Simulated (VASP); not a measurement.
# NiO (Fm-3m) in VASP: a series of runs

NiO is run at these levels: PBE+U; tasks: single point.

All numbers are computed with VASP 6.6.1; they aren't measurements. Logs are shortened: lines on timing, memory, paths and dates and some standing lists are left out, and cuts for length are marked.

### Step 1. The cell of the first run

Symmetry: Fm-3m, No. 225, cubic system. Conventional cell: a = 4.183 Å, b = 4.183 Å, c = 4.183 Å, α = 90.00°, β = 90.00°, γ = 90.00°. Ni (site symmetry m-3m) has 6 O at 2.09 Å within 2.8 Å. Within 2.8 Å of O (site symmetry m-3m) lie 6 Ni at 2.09 Å.

### Step 2. Single point, PBE+U, collinear spin, ferromagnetic start

The input, INCAR:

```
SYSTEM = NiO
ALGO = Normal
EDIFF = 1E-6
ENCUT = 520
GGA = PE
ISIF = 2
ISMEAR = -1
ISPIN = 2
LASPH = .True.
LCHARG = .False.
LDAU = .True.
LDAUJ = 0 0
LDAUL = 2 -1
LDAUPRINT = 1
LDAUTYPE = 2
LDAUU = 1 0
LMAXMIX = 4
LORBIT = 11
LREAL = .False.
LWAVE = .False.
MAGMOM = 1 0
NBANDS = 19
NELM = 150
PREC = Accurate
SIGMA = 0.05
```

The input, KPOINTS:

```
k-points
0
Gamma
  11 11 11
  0 0 0
```

The input, POSCAR:

```
NiO
1.0
    0.0000000000      2.0913095100      2.0913095100
    2.0913095100      0.0000000000      2.0913095100
    2.0913095100      2.0913095100      0.0000000000
Ni O
1 1
Direct
    0.0000000000      0.0000000000      0.0000000000
    0.5000000000      0.5000000000      0.5000000000
```

Potentials or basis: VASP PAW PBE potentials, release 64 (Ni, O).

Launch:

```bash
> cat potpaw_PBE.64/Ni/POTCAR potpaw_PBE.64/O/POTCAR > POTCAR
> mpirun -np 1 vasp_std > vasp.out
```

OUTCAR:

```text
SYSTEM = NiO
   EDIFF = 1E-6
   ENCUT = 520
   GGA = PE
   ISIF = 2
   ISMEAR = -1
   ISPIN = 2
   LASPH = .True.
   LORBIT = 11
   LREAL = .False.
   NELM = 150
   PREC = Accurate

 ion  position               nearest neighbor table
   1  0.000  0.000  0.000-   2 2.09   2 2.09   2 2.09   2 2.09   2 2.09   2 2.09
   2  0.500  0.500  0.500-   1 2.09   1 2.09   1 2.09   1 2.09   1 2.09   1 2.09

  LATTYP: Found a face centered cubic cell.
 ALAT       =     4.1826190200

  Lattice vectors:

 A1 = (   0.0000000000,   2.0913095100,   2.0913095100)
 A2 = (   2.0913095100,   0.0000000000,   2.0913095100)
 A3 = (   2.0913095100,   2.0913095100,   0.0000000000)

Analysis of symmetry for initial positions (statically):
=====================================================================
 Subroutine PRICEL returns:
 Original cell was already a primitive cell.

 Routine SETGRP: Setting up the symmetry group for a
 face centered cubic supercell.

 Subroutine GETGRP returns: Found 48 space group operations
 (whereof 48 operations were pure point group operations)
 out of a pool of 48 trial point group operations.

The static configuration has the point symmetry O_h .

Analysis of symmetry for dynamics (positions and initial velocities):
=====================================================================
 Subroutine PRICEL returns:
 Original cell was already a primitive cell.

 Routine SETGRP: Setting up the symmetry group for a
 face centered cubic supercell.

 Subroutine GETGRP returns: Found 48 space group operations
 (whereof 48 operations were pure point group operations)
 out of a pool of 48 trial point group operations.

The dynamic configuration has the point symmetry O_h .

Analysis of structural, dynamic, and magnetic symmetry:
=====================================================================
 Subroutine PRICEL returns:
 Original cell was already a primitive cell.

 Routine SETGRP: Setting up the symmetry group for a
 face centered cubic supercell.

 Subroutine GETGRP returns: Found 48 space group operations
 (whereof 48 operations were pure point group operations)
 out of a pool of 48 trial point group operations.

The overall configuration has the point symmetry O_h .

 Subroutine INISYM returns: Found 48 space group operations
 (whereof 48 operations are pure point group operations),
 and found     1 'primitive' translations

----------------------------------------------------------------------------------------

                                     Primitive cell

  volume of cell :      18.2930

  direct lattice vectors                    reciprocal lattice vectors
     0.000000000  2.091309510  2.091309510    -0.239084649  0.239084649  0.239084649
     2.091309510  0.000000000  2.091309510     0.239084649 -0.239084649  0.239084649
     2.091309510  2.091309510  0.000000000     0.239084649  0.239084649 -0.239084649

  length of vectors
     2.957558272  2.957558272  2.957558272     0.414106759  0.414106759  0.414106759

  position of ions in fractional coordinates (direct lattice)
     0.000000000  0.000000000  0.000000000
     0.500000000  0.500000000  0.500000000

  ion indices of the primitive-cell ions
   primitive index   ion index
                 1           1
                 2           2

----------------------------------------------------------------------------------------

 KPOINTS: k-points

Automatic generation of k-mesh.
 Grid dimensions read from file:
 generate k-points for:   11   11   11

 Generating k-lattice:

[... 60 lines left out ...]
   NELM   =    150;   NELMIN=  2; NELMDL= -5     # of ELM steps
   EDIFF  = 0.1E-05   stopping-criterion for ELM
   LREAL  =      F    real-space projection
   EDIFFG = 0.1E-04   stopping-criterion for IOM
   NSW    =      0    number of steps for IOM
   IBRION =     -1    ionic relax: 0-MD 1-quasi-New 2-CG
   NFREE  =      0    steps in history (QN), initial steepest desc. (CG)
   ISIF   =      2    stress and relaxation
   ISYM   =      2    0-nonsym 1-usesym 2-fastsym
   POTIM  = 0.5000    time-step for ionic-motion
   TEBEG  =    0.0;   TEEND  =   0.0 temperature during run
   PSTRESS=    0.0 pullay stress
   NELECT =      16.0000    total number of electrons
   NUPDOWN=      -1.0000    fix difference up-down
   EMIN   =  10.00;   EMAX   =-10.00  energy-range for DOS
   EFERMI =   0.00;   METHOD = LEGACY
   ISMEAR =    -1;   SIGMA  =   0.05  broadening in eV -4-tet -1-fermi 0-gaus
   EFERMI_NEDOS =   21; number of points for ismear=-14 and -15
   IALGO  =     38    algorithm
   IMIX   =      4    mixing-type and parameters
     AMIX     =   0.40;   BMIX     =  1.00
     AMIX_MAG =   1.60;   BMIX_MAG =  1.00
  volume/ion in A,a.u.               =       9.15        61.72
  Fermi-wavevector in a.u.,A,eV,Ry     =   1.565621  2.958594 33.350161  2.451168
  Thomas-Fermi vector in A             =   2.668070
   LORBIT       =     11    0 simple, 1 ext, 2 COOP (PROOUT), +10 PAW based schemes
 LDA+U is selected, type is set to LDAUTYPE =  2
   angular momentum for each species LDAUL =     2   -1
   U (eV)           for each species LDAUU =   1.0  0.0
   J (eV)           for each species LDAUJ =   0.0  0.0
   GGA     = PE    functional components
   LHFCALC =     F    Hartree Fock is set to
   AEXX    =    0.0000 exact exchange contribution
   IVDW    =     0    specifies the selected vdW correction
   LEPSILON=     F    determine dielectric tensor
   LRPA    =     F    only Hartree local field effects (RPA)
 spin polarized calculation
  energy-cutoff  :      520.00
  volume of cell :       18.29
 maximum number of plane-waves:       531
 NGX is ok and might be reduce to    24
   NGX = 11   NGY = 11   NGZ = 11

atom =   1  type =  1  l = 2

 onsite density matrix

spin component  1

  0.9673  0.0000  0.0000 -0.0000 -0.0000
  0.0000  0.9673 -0.0000 -0.0000 -0.0000
  0.0000 -0.0000  1.0099 -0.0000  0.0000
 -0.0000 -0.0000 -0.0000  0.9673  0.0000
 -0.0000 -0.0000  0.0000  0.0000  1.0099

spin component  2

  0.9602  0.0000  0.0000 -0.0000 -0.0000
  0.0000  0.9602 -0.0000 -0.0000  0.0000
  0.0000 -0.0000  0.2199 -0.0000  0.0000
 -0.0000 -0.0000 -0.0000  0.9602 -0.0000
 -0.0000  0.0000  0.0000 -0.0000  0.2199

 occupancies and eigenvectors

  o =  0.2199  v =  0.0000  0.0000  0.0000  0.0000  0.0000  0.0000  0.0000  0.0029 -0.0000  1.0000      0.0000  0.0000  0.0000  0.0000  0.0000  0.0000  0.0000  0.0000  0.0000  0.0000
  o =  0.2199  v =  0.0000  0.0000  0.0000  0.0000  0.0000  0.0000 -0.0000  1.0000  0.0000 -0.0029      0.0000  0.0000  0.0000  0.0000  0.0000  0.0000  0.0000  0.0000  0.0000  0.0000
  o =  0.9602  v =  0.0000  0.0000  0.0000  0.0000  0.0000  0.0000  0.9910  0.0000  0.1341 -0.0000      0.0000  0.0000  0.0000  0.0000  0.0000  0.0000  0.0000  0.0000  0.0000  0.0000
  o =  0.9602  v =  0.0000  0.0000  0.0000  0.0000  0.0000  0.0000  0.1341  0.0000 -0.9910 -0.0000      0.0000  0.0000  0.0000  0.0000  0.0000  0.0000  0.0000  0.0000  0.0000  0.0000
  o =  0.9602  v =  0.0000  0.0000  0.0000  0.0000  0.0000  1.0000  0.0000  0.0000  0.0000  0.0000      0.0000  0.0000  0.0000  0.0000  0.0000  0.0000  0.0000  0.0000  0.0000  0.0000
  o =  0.9673  v =  0.0000  0.2261 -0.0000  0.9741 -0.0000  0.0000  0.0000  0.0000  0.0000  0.0000      0.0000  0.0000  0.0000  0.0000  0.0000  0.0000  0.0000  0.0000  0.0000  0.0000
  o =  0.9673  v =  0.0000 -0.9741  0.0000  0.2261  0.0000  0.0000  0.0000  0.0000  0.0000  0.0000      0.0000  0.0000  0.0000  0.0000  0.0000  0.0000  0.0000  0.0000  0.0000  0.0000
  o =  0.9673  v =  1.0000  0.0000  0.0000  0.0000  0.0000  0.0000  0.0000  0.0000  0.0000  0.0000      0.0000  0.0000  0.0000  0.0000  0.0000  0.0000  0.0000  0.0000  0.0000  0.0000
  o =  1.0099  v =  0.0000  0.0000  1.0000  0.0000  0.0060  0.0000  0.0000  0.0000  0.0000  0.0000      0.0000  0.0000  0.0000  0.0000  0.0000  0.0000  0.0000  0.0000  0.0000  0.0000
  o =  1.0099  v =  0.0000  0.0000 -0.0060  0.0000  1.0000  0.0000  0.0000  0.0000  0.0000  0.0000      0.0000  0.0000  0.0000  0.0000  0.0000  0.0000  0.0000  0.0000  0.0000  0.0000

 number of electron      16.0000005 magnetization       1.9735866

 Free energy of the ion-electron system (eV)
  ---------------------------------------------------
  ext. energy  EPLUGINS =         0.00000000
  ---------------------------------------------------
  free energy    TOTEN  =       -11.17403946 eV

  energy without entropy =      -11.17160326  energy(sigma->0) =      -11.17282136

 E-fermi :   7.7484     XC(G=0): -12.6452

 val. band max:        7.7211749889   @ k =   0.4545   0.0000   0.0000
 cond. band min:       7.8062545414   @ k =   0.2727   0.2727   0.0000
 fundamental gap:      0.0850795525
 Fermi energy:         7.7484484824

 spin component 1

 k-point     1 :       0.0000    0.0000    0.0000
  band No.  band energies     occupation
      1     -12.3804      1.00000
      2       3.8875      1.00000
      3       3.8875      1.00000
      4       4.5490      1.00000
      5       4.5491      1.00000
      6       4.5491      1.00000
[... 1049 lines left out ...]
     18      39.1881      0.00000
     19      39.8097      0.00000

 [... further k-points ...]

------------------------ aborting loop because EDIFF is reached ----------------------------------------

  FORCE on cell =-STRESS in cart. coord.  units (eV):
  Direction    XX          YY          ZZ          XY          YZ          ZX
  --------------------------------------------------------------------------------------
  -------------------------------------------------------------------------------------
  Total        0.6786493      0.6786493      0.6786493      0.0000000      0.0000000      0.0000000
  in kB       59.4389382     59.4389382     59.4389382      0.0000000      0.0000000      0.0000000
  external PRESSURE =      59.4389382 kB  Pullay stress =       0.0000000 kB

 VOLUME and BASIS-vectors are now :
 -----------------------------------------------------------------------------
  energy-cutoff  :      520.00
  volume of cell :       18.29
      direct lattice vectors                 reciprocal lattice vectors
     0.000000000  2.091309510  2.091309510    -0.239084649  0.239084649  0.239084649
     2.091309510  0.000000000  2.091309510     0.239084649 -0.239084649  0.239084649
     2.091309510  2.091309510  0.000000000     0.239084649  0.239084649 -0.239084649

 POSITION                                       TOTAL-FORCE (eV/Angst)
 -----------------------------------------------------------------------------------
      0.00000      0.00000      0.00000         0.000000      0.000000      0.000000
      2.09131      2.09131      2.09131        -0.000000     -0.000000     -0.000000
 -----------------------------------------------------------------------------------
    total drift:                                0.000000     -0.000000     -0.000000

  FREE ENERGIE OF THE ION-ELECTRON SYSTEM (eV)
  ---------------------------------------------------
  free  energy   TOTEN  =       -11.1740394570 eV

  energy  without entropy=      -11.1716032640  energy(sigma->0) =      -11.17282136

 total charge

# of ion       s       p       d       tot
------------------------------------------
    1        0.335   0.408   8.217   8.961
    2        1.552   3.446   0.000   4.999
--------------------------------------------------
tot          1.888   3.854   8.217  13.959

 magnetization (x)

# of ion       s       p       d       tot
------------------------------------------
    1        0.011   0.015   1.603   1.629
    2        0.028   0.272   0.000   0.300
--------------------------------------------------
tot          0.039   0.287   1.603   1.929
```

Wall time 78 s (1 thread of Intel Xeon 8259CL, shared host); peak memory 0.17 GiB.

Results:

```yaml
Free_energy: -11.1740 eV
Pressure: 5.9 GPa
Band_gap_on_the_k_mesh: zero (filled and empty bands overlap)
Net_moment: 1.97 μB per cell
Site_moments: Ni +1.63; O +0.30 μB
Valence_electrons_inside_the_program's_atomic_spheres: Ni 8.96; O 5.00
```

Eigenvalues of the final occupation matrices:
```csv
site,spin,trace,eigenvalues
site 1 d,1,4.92,0.97 0.97 0.97 1.01 1.01
site 1 d,2,3.32,0.22 0.22 0.96 0.96 0.96
```

Caveat: the cell stands under pressure; a cell with one magnetic atom can't hold antiferromagnetic order, which such compounds often take. The state reached can hang on the start; a lower one may exist.

### Step 3. Single point, PBE+U, collinear spin, ferromagnetic start

The input, INCAR:

```
PREC = Accurate ; ENCUT = 520
EDIFF = 1E-7 ; ISMEAR = -1
SIGMA = 0.05 ; LREAL = False
LASPH = True ; NELM = 150
ALGO = Normal ; ISIF = 2
LWAVE = False ; LCHARG = True
ISPIN = 2 ; MAGMOM = 1 0
LORBIT = 11 ; LMAXMIX = 4
LDAU = True ; LDAUTYPE = 2
LDAUL = 2 -1 ; LDAUU = 2 0
LDAUJ = 0 0 ; LDAUPRINT = 1
GGA = PE ; LELF = True
LVHAR = True ; NBANDS = 19
```

The input, KPOINTS:

```
regular mesh
0
Gamma
  11 11 11
```

POSCAR is that of step 2.

Potentials or basis: VASP PAW PBE potentials, release 64 (Ni, O).

Launch:

```bash
> cat potpaw_PBE.64/Ni/POTCAR potpaw_PBE.64/O/POTCAR > POTCAR
> mpirun -np 1 vasp_std > vasp.out
```

Run time: 76 s. Hardware: 1 thread of Intel Xeon 8259CL, shared host; peak memory 0.17 GiB.

It converged, with:

| Quantity | Value |
| --- | --- |
| Free energy | -10.9263 eV |
| Pressure | 5.8 GPa |
| Band gap on the k mesh | 0.37 eV (least direct gap 1.25 eV) |
| Net moment | 2.00 μB per cell |
| Site moments | Ni +1.68; O +0.28 μB |
| Valence electrons inside the program's atomic spheres | Ni 8.96; O 5.01 |

Levels at points of the mesh, in eV from the valence-band top:
Spin up:
| k point | band 6 | band 7 | band 8 | band 9 | band 10 | band 11 | band 12 | band 13 |
| --- | --- | --- | --- | --- | --- | --- | --- | --- |
| (0.00, 0.00, 0.00) | -3.47 | -2.40 | -2.40 | -2.40 | 1.91 | 18.22 | 18.64 | 18.64 |
Spin down:
| k point | band 5 | band 6 | band 7 | band 8 | band 9 | band 10 |
| --- | --- | --- | --- | --- | --- | --- |
| (0.00, 0.00, 0.00) | -1.87 | -1.87 | -1.87 | 0.37 | 0.37 | 2.30 |

Eigenvalues of the final occupation matrices:
| site | spin | trace | eigenvalues |
| --- | --- | --- | --- |
| site 1 d | 1 | 4.95 | 0.97 0.97 0.97 1.02 1.02 |
| site 1 d | 2 | 3.29 | 0.20 0.20 0.97 0.97 0.97 |

Caveat: the cell stands under pressure; an odd mesh through Γ misses points on the zone boundary, where band edges can lie; a cell with one magnetic atom can't hold antiferromagnetic order, which such compounds often take.

### Step 4. Single point, PBE+U, collinear spin, ferromagnetic start

The input, INCAR:

```
SYSTEM = NiO
  PREC = Accurate
  ENCUT = 520
  EDIFF = 1E-6
  ISMEAR = -1
  SIGMA = 0.05
  LREAL = .False.
  LASPH = .True.
  NELM = 150
  ALGO = Normal
  ISIF = 2
  LWAVE = .False.
  LCHARG = .True.
  ISPIN = 2
  MAGMOM = 1 0
  LORBIT = 11
  LMAXMIX = 4
  LDAU = .True.
  LDAUTYPE = 2
  LDAUL = 2 -1
  LDAUU = 3 0
  LDAUJ = 0 0
  LDAUPRINT = 1
  GGA = PE
  LELF = .True.
  LVHAR = .True.
  NBANDS = 19
```

The input, KPOINTS:

```
Automatic mesh
0
Gamma
  11 11 11
  0 0 0
```

POSCAR is that of step 3.

Launch:

```bash
> cat potpaw_PBE.64/Ni/POTCAR potpaw_PBE.64/O/POTCAR > POTCAR
> mpirun -np 1 vasp_std > vasp.out
```

It took 69 s on 1 thread of Intel Xeon 8259CL, shared host; peak memory 0.17 GiB.

The run converged. Its results:

```
Free energy                                           : -10.7062 eV
Pressure                                              : 5.0 GPa
Band gap on the k mesh                                : 0.89 eV (least direct gap 1.70 eV)
Net moment                                            : 2.00 μB per cell
Site moments                                          : Ni +1.72; O +0.25 μB
Valence electrons inside the program's atomic spheres : Ni 8.96; O 5.01
```

Levels at points of the mesh, in eV from the valence-band top:
Spin up:
| k point | band 6 | band 7 | band 8 | band 9 | band 10 | band 11 | band 12 | band 13 |
| --- | --- | --- | --- | --- | --- | --- | --- | --- |
| (0.00, 0.00, 0.00) | -3.79 | -2.12 | -2.12 | -2.12 | 2.14 | 18.44 | 18.52 | 18.52 |
Spin down:
```csv
k point,band 5,band 6,band 7,band 8,band 9,band 10
"(0.00, 0.00, 0.00)",-1.64,-1.64,-1.64,0.89,0.89,2.52
```

Eigenvalues of the final occupation matrices:
```csv
site,spin,trace,eigenvalues
site 1 d,1,4.96,0.97 0.97 0.97 1.02 1.02
site 1 d,2,3.27,0.18 0.18 0.97 0.97 0.97
```

Caveat: the cell stands under pressure; an odd mesh through Γ misses points on the zone boundary, where band edges can lie; a cell with one magnetic atom can't hold antiferromagnetic order, which such compounds often take.

(Continued in part 2 of 2.)
